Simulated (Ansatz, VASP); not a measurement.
## BN in VASP and in Ansatz

```xyz
4
Lattice="2.4645 0.0000 0.0000 -1.2323 2.1853 0.0000 0.0000 0.0000 4.1752" Properties=species:S:1:pos:R:3 pbc="T T T"
B     1.2323    0.7284    4.1740
B     0.0000    1.4568    2.0864
N     1.2323    0.7284    2.6107
N     0.0000    1.4568    0.5231
```

Change from the starting cell: mode 4 frozen in at +0.000 Å, normal strain along x -0.0233.

Alike in both runs: task single point; functional LDA; k mesh 12 × 12 × 6; occupations gaussian, width 0.05 eV; no spin polarisation.

|  | VASP | Ansatz |
| --- | --- | --- |
| version | VASP 6.6.1 | Ansatz 0.2.0 |
| potentials or method | VASP PAW LDA potentials, release 64 (B, N), cutoff 600 eV | scalar-relativistic, plane waves, PAW |
| valence electrons in the cell | 16 | 16 |

|  | VASP | Ansatz | Ansatz less VASP |
| --- | --- | --- | --- |
| gap on the k mesh at the Fermi level (eV) | 4.74 | 4.76 | +0.026 |
| least direct gap on the mesh (eV) | 8.17 | 8.19 | +0.016 |
| pressure (GPa) | 10.8 | 10.1 | -0.75 |
| traceless stress, the component that is largest in VASP (GPa) | 15.33 | 15.28 | -0.051 |
| rms of the force components (eV/Å) | 0.082 | 0.079 | -0.0030 |

LDA's correlation is that of Perdew and Zunger in VASP and of Perdew and Wang (1992) in Ansatz. Atom by atom the forces differ by 0.003 eV/Å (rms over components).
